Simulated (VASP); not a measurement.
Runs of VASP 6.6.1 on AlN (e600). The structure is that of space group Fm-3m (No. 225), or close to it. The cells are those of the table. 

| cell | gap on the mesh (eV) | pressure (GPa) |
| --- | --- | --- |
| a = 2.889 Å, angles 60.0°, 2 atoms | 4.26 | -7.6 |
| a = 2.802 Å, angles 60.0°, 2 atoms | (a) | (b) |
| a = 2.832 Å, angles 60.0°, 2 atoms | 4.83 | 8.3 |
| a = 2.772 Å, angles 60.0°, 2 atoms | 4.96 | 29.7 |
| a = 2.917 Å, angles 60.0°, 2 atoms | 4.00 | -13.9 |

Alike in all rows: task single point; level PBEsol; potentials or basis VASP PAW PBE potentials, release 64 (Al, N); no spin polarisation; k mesh 10 × 10 × 10; cutoff (eV) 600; smearing gaussian 0.02 eV.

Problem. Fill in the values left out.

Solution. (a) 5.03; (b) 18.2.

Caveats: the PAW data sets were made with another functional, which shifts forces and pressure a little.

A k mesh can miss the band edges.
